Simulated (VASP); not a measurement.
Set up this calculation in VASP 6.6.1, as the native input.

```
Task                   : single point
Functional             : PBE
Potentials or basis    : VASP PAW PBE potentials, release 64 (Mg, In_d, N)
Cutoff                 : 520 eV
k mesh                 : 8 × 8 × 8
Occupations            : gaussian, width 0.01 eV
Spin                   : no spin polarisation
Dipole correction      : no
Further INCAR settings : ALGO = Normal; EDIFF = 1e-07; NBANDS = 27
```

The structure of MgIn2N2 lies in POSCAR:

```
MgIn2N2
1.0
    1.6684746974      0.9632943157      7.7681070621
   -1.6684746974      0.9632943157      7.7681070621
    0.0000000000     -1.9265886313      7.7681070621
Mg In N
1 2 2
Direct
    0.0000000000      0.0000000000      0.0000000000
    0.4391377727      0.4391377727      0.4391377727
    0.5608622273      0.5608622273      0.5608622273
    0.2770880383      0.2770880383      0.2770880383
    0.7229119617      0.7229119617      0.7229119617
```

One way to write it, as run:

INCAR

```
ALGO = Normal
EDIFF = 1E-7
ENCUT = 520
GGA = PE
ISIF = 2
ISMEAR = 0
LASPH = True
LCHARG = False
LREAL = False
LWAVE = False
NBANDS = 27
NELM = 60
PREC = Accurate
SIGMA = 0.01
```

KPOINTS

```
k-points
0
Gamma
  8 8 8
```

Potentials or basis: VASP PAW PBE potentials, release 64 (Mg, In_d, N).

Command:

```bash
$ cat potpaw_PBE.64/Mg/POTCAR potpaw_PBE.64/In_d/POTCAR potpaw_PBE.64/N/POTCAR > POTCAR
$ mpirun -np 1 vasp_std > vasp.out
```

It gave:

- Pressure: -0.1 GPa
- Largest force: 0.034 eV/Å
- Band gap on the k mesh: 0.13 eV (least direct gap 0.16 eV)

Caveat: spin-orbit coupling is left out, which moves the levels of the heavy elements.

Run time: 9.1 min on 1 thread of Intel(R) Xeon(R) Platinum 8259CL CPU @ 2.50GHz (Skylake/Cascade Lake), on a shared host, peak memory 0.54 GiB.
